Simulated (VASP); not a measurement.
Wanted: the native input for a VASP 6.6.1 run.

* Task: single point
* Functional: PBE
* Potentials or basis: VASP PAW PBE potentials, release 64 (W_sv, Se)
* Cutoff: 520 eV
* k mesh: 4 × 4 × 4
* Occupations: gaussian, width 0.1 eV
* Spin: no spin polarisation
* Dipole correction: no
* Further INCAR settings: ALGO = Normal; EDIFF = 1e-06; NBANDS = 27

The structure of WSe4 lies in POSCAR:

```
WSe4
1.0
    4.9554599900      0.0000000000      0.0000000000
    0.0000000000      4.9554599900      0.0000000000
    0.0000000000      0.0000000000      4.9554599900
W Se
1 4
Direct
    0.0000000000      0.0000000000      0.0000000000
    0.5000000000      0.5000000000      0.5000000000
    0.0000000000      0.5000000000      0.5000000000
    0.5000000000      0.0000000000      0.5000000000
    0.5000000000      0.5000000000      0.0000000000
```

These files were run (other wordings do the same):

INCAR

```
PREC = Accurate
ENCUT = 520
EDIFF = 1E-6
ISMEAR = 0
SIGMA = 0.1
LREAL = F
LASPH = T
NELM = 100
ALGO = Normal
ISIF = 2
LWAVE = F
LCHARG = T
GGA = PE
LELF = T
LVHAR = T
NBANDS = 27
```

KPOINTS

```
regular mesh
0
Gamma
  4 4 4
```

Potentials or basis: VASP PAW PBE potentials, release 64 (W_sv, Se).

Run with:

```bash
$ cat potpaw_PBE.64/W_sv/POTCAR potpaw_PBE.64/Se/POTCAR > POTCAR
$ mpirun -np 1 vasp_std > vasp.out
```

It gave:

The pressure is -2.8 GPa and the band gap on the k mesh is zero (band 19 reaches 4.47 eV, above the bottom of band 20 at 3.83 eV).

Caveat: spin-orbit coupling is left out, which moves the levels of the heavy elements.

Wall time 55 s on 1 thread of AMD EPYC 7R43 64-Core Processor (Zen 3) (shared host), peak memory 0.21 GiB.
